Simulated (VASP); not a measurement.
Set up this calculation in VASP 6.6.1, as the native input.

```
Task                   : relaxation of cell and atoms
Functional             : PBEsol
Potentials or basis    : VASP PAW PBE potentials, release 64 (B, N)
Cutoff                 : 600 eV
k mesh                 : 8 × 8 × 8
Occupations            : gaussian, width 0.1 eV
Spin                   : no spin polarisation
Dipole correction      : no
Further INCAR settings : ALGO = Normal; EDIFF = 1e-06; IBRION = 2; EDIFFG = -0.05; NSW = 80; ISIF = 3
```

The structure of BN lies in POSCAR:

```
BN
1.0
    0.0000000000      2.1439475948      2.1439475948
    2.1439475948      0.0000000000      2.1439475948
    2.1439475948      2.1439475948      0.0000000000
B N
1 1
Direct
    0.0000000000      0.0000000000      0.0000000000
    0.7500000000      0.7500000000      0.7500000000
```

These files were run (other wordings do the same):

INCAR

```
SYSTEM = BN
PREC = Accurate ; ENCUT = 600
EDIFF = 1E-6 ; ISMEAR = 0
SIGMA = 0.1 ; LREAL = .False.
LASPH = .True. ; NELM = 80
ALGO = Normal ; ISIF = 3
LWAVE = .False. ; LCHARG = .False.
GGA = PS ; IBRION = 2
NSW = 80 ; EDIFFG = -0.05
```

KPOINTS

```
Automatic mesh
0
Gamma
  8 8 8
  0 0 0
```

Potentials or basis: VASP PAW PBE potentials, release 64 (B, N).

Command:

```console
$ cat potpaw_PBE.64/B/POTCAR potpaw_PBE.64/N/POTCAR > POTCAR
$ mpirun -np 1 vasp_std > vasp.out
```

It gave:

```
Relaxed volume                         : 5.85 Å³/atom
Relaxed cell                           : a = 2.548 Å, b = 2.548 Å, c = 2.548 Å, α = 60.00°, β = 60.00°, γ = 60.00°
Space group after relaxing (to 0.05 Å) : F-43m (No. 216)
Energy gained by relaxing              : 1408.6 meV/atom
Ionic steps                            : 4
Pressure after relaxing                : 1.3 GPa
Band gap on the k mesh                 : 4.28 eV, indirect (least direct gap 8.80 eV)
```

Caveat: the volume moved by over 15 % at a fixed basis, so the end points are rough; the PAW data sets were made with another functional, which shifts forces and pressure a little.

It took 7.5 s on 1 thread of Intel(R) Xeon(R) Platinum 8488C (Sapphire Rapids) (shared host), peak memory 0.12 GiB.
